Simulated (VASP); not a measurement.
The system is BaTiO3.

```
Ba Ti O
1.0
     4.00600    0.00000    0.00000
     0.00000    4.00600    0.00000
     0.00000    0.00000    4.00600
Ba Ti O
1 1 3
Direct
  0.50000 0.50000 0.50000
  0.00000 0.00000 0.00000
  0.50000 0.00000 0.00000
  0.00000 0.50000 0.00000
  0.00000 0.00000 0.50000
```

Base run:

* Program: VASP 6.6.1
* Functional: LDA
* Potentials or basis: VASP PAW LDA potentials, release 64 (Ba_sv, Ti_sv, O)
* Cutoff: 520 eV
* k mesh: 4 × 4 × 4
* Occupations: methfessel-paxton, width 0.01 eV
* Spin: no spin polarisation
* Hubbard terms: Ti d U = 4.0 eV

Its results: band gap on the k mesh 2.09 eV, indirect (least direct gap 2.27 eV); pressure -4.1 GPa.

Problem. The run is repeated on the same cell with these changes: hubbard terms from Ti d U = 4.0 eV to Ti d U = 2.0 eV. What comes out?

Solution. Band gap on the k mesh 1.85 eV, indirect (least direct gap 2.02 eV); pressure -5.6 GPa.

Caveats: spin-orbit coupling is left out, which moves the levels of the heavy elements.

A k mesh can miss the band edges.
